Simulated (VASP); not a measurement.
TmH, 2 atoms in the cell. Symmetry: Fm-3m, No. 225, cubic system. Conventional cell: a = 5.194 Å, b = 5.194 Å, c = 5.194 Å, α = 90.00°, β = 90.00°, γ = 90.00°. Tm (site symmetry m-3m) has 6 H at 2.60 Å within 3.4 Å. Within 3.4 Å of H (site symmetry m-3m) lie 6 Tm at 2.60 Å. The cell was generated, and may not be a known phase.

- Program: VASP 6.6.1
- Task: relaxation of cell and atoms
- Functional: PBE
- Potentials or basis: VASP PAW PBE potentials, release 64 (Tm_3, H), 4f in core
- Cutoff: 500 eV
- k mesh: 6 × 6 × 6
- Occupations: gaussian, width 0.1 eV
- Spin: no spin polarisation
- Dipole correction: no
- Further INCAR settings: ALGO = Normal; EDIFF = 1e-07; IBRION = 2; EDIFFG = -0.04; NSW = 90; ISIF = 3

Potentials or basis: VASP PAW PBE potentials, release 64 (Tm_3, H), 4f in core.

Run with:

```bash
$ cat potpaw_PBE.64/Tm_3/POTCAR potpaw_PBE.64/H/POTCAR > POTCAR
$ mpirun -np 1 vasp_std > vasp.out
```

Hardware: 1 thread of Intel(R) Xeon(R) Platinum 8259CL CPU @ 2.50GHz (Skylake/Cascade Lake), on a shared host.

Q: How long does it take, and how much memory?

A: Run time: 30 s on 1 thread of Intel(R) Xeon(R) Platinum 8259CL CPU @ 2.50GHz (Skylake/Cascade Lake), on a shared host, peak memory 0.16 GiB. Counts: scf iterations 31, k points 16, ion steps 3.
